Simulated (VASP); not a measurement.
The system is BP.

```
B P
1.0
     0.00000    2.26900    2.26900
     2.26900    0.00000    2.26900
     2.26900    2.26900    0.00000
B P
1 1
Direct
  0.00000 0.00000 0.00000
  0.75000 0.75000 0.75000
```

```yaml
Program: VASP 6.6.1
Task: relaxation of cell and atoms
Functional: LDA
Potentials_or_basis: VASP PAW LDA potentials, release 64 (B, P)
Cutoff: 600 eV
k_mesh: 12 × 12 × 12
Occupations: fermi-dirac, width 0.05 eV
Spin: no spin polarisation
```

At the start: pressure -5.3 GPa; volume 11.68 Å³/atom.

How do energy, volume and symmetry change on relaxing?

Over 3 steps the energy falls by 6.3 meV/atom and the volume is 11.31 Å³/atom (-3.2 %); space group F-43m (No. 216, to 0.05 Å).

The path:
```
step  energy change (eV)  largest force (eV/Å)  pressure (GPa)  volume (Å³)
   1              0.0000                0.0000           -5.32        23.36
   2             -0.0050                0.0000            4.51        22.08
   3             -0.0126                0.0000           -0.02        22.63
```

Final structure:
```
B P
1.0
     0.00000    2.24486    2.24486
     2.24486    0.00000    2.24486
     2.24486    2.24486    0.00000
B P
1 1
Cartesian
  0.0000 0.0000 0.0000
  3.3673 3.3673 3.3673
```
